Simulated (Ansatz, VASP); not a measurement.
**One calculation of GeSb2Te4, two programs**

```
Ge Sb Te
1.0
    -3.05836    3.05836    6.06589
     3.05836   -3.05836    6.06589
     3.05836    3.05836   -6.06589
Ge Sb Te
1 2 4
Direct
  0.00000 0.00000 0.00000
  0.50000 0.50000 0.00000
  0.25000 0.75000 0.50000
  0.50348 0.00348 0.50000
  0.24616 0.24616 0.00000
  0.99652 0.49652 0.50000
  0.75384 0.75384 0.00000
```

Alike in both runs: functional PBE; k mesh 8 × 8 × 8; occupations gaussian, width 0.1 eV; no spin polarisation.

Ansatz relaxed the structure, and its values are those at the end. VASP's run is a single point on that final structure, the one shown.

```csv
,VASP,Ansatz
version,VASP 6.6.1,Ansatz 0.2.0
potentials or method,"VASP PAW PBE potentials, release 64 (Ge_d, Sb, Te), cutoff 520 eV","scalar-relativistic, plane waves, PAW"
valence electrons in the cell,48,108
```

|  | VASP | Ansatz | Ansatz less VASP |
| --- | --- | --- | --- |
| gap on the k mesh at the Fermi level (eV) | none | none | - |
| pressure (GPa) | 0.0 | 0.0 | +0.03 |

A gap of «none» marks a metal or a gap that the smearing closes. With one functional, cell and mesh, what is left measures potentials, basis and numerics. VASP's potentials hold 48 valence electrons a cell and Ansatz's 108, so a difference there can come from the potentials and not from the codes.

Spin-orbit coupling is off throughout.
